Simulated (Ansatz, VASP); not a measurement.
## Ga in VASP and in Ansatz

Contents of INCAR:

```
SYSTEM = Ga
PREC = Accurate ; ENCUT = 520
EDIFF = 1E-7 ; ISMEAR = -1
SIGMA = 0.05 ; LREAL = .FALSE.
LASPH = .TRUE. ; NELM = 80
ALGO = Fast ; ISIF = 2
LWAVE = .FALSE. ; LCHARG = .FALSE.
GGA = CA ; NBANDS = 20
```

File KPOINTS:

```
regular mesh
0
G
  10 10 8
  0 0 0
```

File POSCAR:

```
Ga
1.0
    1.3830000000     -4.0265000000      0.0000000000
    1.3830000000      4.0265000000      0.0000000000
   -0.1174474948      0.0000000000      3.3299294416
Ga
2
Direct
    0.1310000000      0.8690000000      0.7500000000
    0.8690000000      0.1310000000      0.2500000000
```

The input input.yaml:

```yaml
crystal:
  lattice:
    - [1.383, -4.0265, 0.0]
    - [1.383, 4.0265, 0.0]
    - [-0.1174474948, 0.0, 3.3299294416]
  atoms:
    - { symbol: Ga, position: [0.131, 0.869, 0.75] }
    - { symbol: Ga, position: [0.869, 0.131, 0.25] }
kpoints:
  mp_grid: { grid: [10, 10, 8] }
  band_path:
    path:
      - [0.0, 0.0, 0.0]
      - [-0.2794936799, -0.2794936799, 0.0025046701]
      - [-0.2865069778, -0.2865069778, 0.4818696886]
      - [-0.2724803819, -0.2724803819, 0.5231396517]
      - [0.0, 0.0, 0.5]
      - [-0.5, 0.5, 0.5]
      - [-0.7134930222, 0.2865069778, 0.5181303114]
    npoints: 10
scf:
  occupations: { method: fermi_dirac, width: 0.05 }
hamiltonian:
  xc: lda
  pseudopotentials: { kind: all_electron, lapw: { basis_error: 0.001 } }
output:
  forces: true
  stress: true
  eigenvalues: true
```

Alike in both runs: functional LDA; k mesh 10 × 10 × 8; occupations fermi-dirac, width 0.05 eV; no spin polarisation.

```csv
,VASP,Ansatz
version,VASP 6.6.1,Ansatz 0.2.0
potentials or method,"VASP PAW LDA potentials, release 64 (Ga_d), cutoff 520 eV","all-electron LAPW, scalar-relativistic"
task,single point,band structure
```

Ansatz gave:

- gap on the k mesh at the Fermi level (eV): none
- pressure (GPa): -3.9
- traceless stress, the component that is largest in VASP (GPa): -0.49
- rms of the force components (eV/Å): 0.103

What did VASP give for the same quantities?

gap on the k mesh at the Fermi level (eV): none; pressure (GPa): -3.9; traceless stress, the component that is largest in VASP (GPa): -0.50; rms of the force components (eV/Å): 0.105.

LDA's correlation is that of Perdew and Zunger in VASP and of Perdew and Wang (1992) in Ansatz. Atom by atom the forces differ by 0.002 eV/Å (rms over components). A gap of «none» marks a metal or a gap that the smearing closes. Ansatz ran all-electron here, and VASP with PAW potentials.
